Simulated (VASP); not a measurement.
A run of VASP 6.6.1 is set up as follows.

INCAR

```
ALGO = Normal
EDIFF = 1E-6
ENCUT = 520
GGA = PE
ISIF = 2
ISMEAR = -1
LASPH = True
LCHARG = False
LREAL = False
LWAVE = False
NBANDS = 70
NELM = 100
PREC = Accurate
SIGMA = 0.05
```

Contents of KPOINTS:

```
k-points
0
Gamma
  3 2 3
```

The input POSCAR:

```
Bi
1.0
   -0.5611470000     -5.2656250000     -3.7535950000
   -4.9035570000      2.4080070000     -3.7793550000
    4.8191770000      2.5491750000     -3.5743610000
Bi
8
Direct
    0.2975540163      0.2339474087      0.1943086956
    0.2748845852      0.7929727084      0.6764303397
    0.7832809526      0.2106025919      0.7378576405
    0.7232777064      0.7194720225      0.2086155349
    0.2341716009      0.2504861310      0.7393703764
    0.2590606168      0.7178846859      0.2464631544
    0.7124642786      0.3035798435      0.2843340801
    0.7865583355      0.7136375322      0.7998372267
```

Potentials or basis: VASP PAW PBE potentials, release 64 (Bi_d).

Run with:

```console
$ cat potpaw_PBE.64/Bi_d/POTCAR > POTCAR
$ mpirun -np 1 vasp_std > vasp.out
```

Q: Estimate the pressure.

A: 6.1 GPa.

Q: What does it give for the band gap on the k mesh?

A: Zero (bands 60 and 61 overlap by 0.12 eV).

Q: Estimate the largest force.

A: 2.841 eV/Å.

Forces on the atoms (eV/Å):
```
Bi   0.729  1.368  0.999
Bi   1.513  0.107 -0.760
Bi   0.070  0.631  0.029
Bi   0.209  1.427 -2.447
Bi  -0.707 -0.289 -0.147
Bi  -1.038  0.102  1.062
Bi   1.022 -2.247 -0.137
Bi  -1.799 -1.098  1.403
```

Caveat: the k points lie up to 0.48 Å⁻¹ apart; spin-orbit coupling is left out, which moves the levels of the heavy elements; forces of over 1 eV/Å act on the atoms, so gaps and moduli don't describe the material at rest.
